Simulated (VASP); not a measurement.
Ag:

```xyz
1
Lattice="-1.6557 1.6557 1.6557 1.6557 -1.6557 1.6557 1.6557 1.6557 -1.6557" Properties=species:S:1:pos:R:3 pbc="T T T"
Ag    0.0000    0.0000    0.0000
```

Base run:

| Item | Value |
| --- | --- |
| Program | VASP 6.6.1 |
| Functional | PBEsol |
| Potentials or basis | VASP PAW PBE potentials, release 64 (Ag) |
| Cutoff | 520 eV |
| k mesh | 11 × 11 × 11 |
| Occupations | gaussian, width 0.02 eV |
| Spin | no spin polarisation |

Its results: pressure -7.4 GPa.

Task: The run is repeated on the same cell with these changes: functional from PBEsol to PBE; further incar settings from ALGO = Fast; EDIFF = 1e-07; NBANDS = 12 to ALGO = Normal; EDIFF = 1e-07; NBANDS = 12. What comes out?

Result: Pressure -0.9 GPa.

Caveats: the PAW data sets were made with another functional, which shifts forces and pressure a little (some runs).
